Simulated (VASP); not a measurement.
Al, 13 atoms in the cell. The cell holds a slab with vacuum, 13 atoms: a = 5.714 Å, b = 5.714 Å, c = 19.675 Å, α = 90.00°, β = 90.00°, γ = 90.00°. 

| Property | Result |
| --- | --- |
| Program | VASP 6.6.1 |
| Task | single point |
| Functional | PBE |
| Potentials or basis | VASP PAW PBE potentials, release 64 (Al) |
| Cutoff | 520 eV |
| k mesh | 5 × 5 × 1 |
| Occupations | gaussian, width 0.1 eV |
| Spin | no spin polarisation |
| Dipole correction | yes |
| Further INCAR settings | ALGO = Normal; EDIFF = 1e-07; NBANDS = 32 |

Potentials or basis: VASP PAW PBE potentials, release 64 (Al).

The run is started by

```bash
$ cat potpaw_PBE.64/Al/POTCAR > POTCAR
$ mpirun -np 1 vasp_std > vasp.out
```

Hardware: 1 thread of Intel(R) Xeon(R) 6975P-C (Granite Rapids) (shared host).

Q: Estimate the wall time of this run.

A: Wall time 3.9 min on 1 thread of Intel(R) Xeon(R) 6975P-C (Granite Rapids), on a shared host, peak memory 0.6 GiB. Counts: scf iterations 26, k points 9.
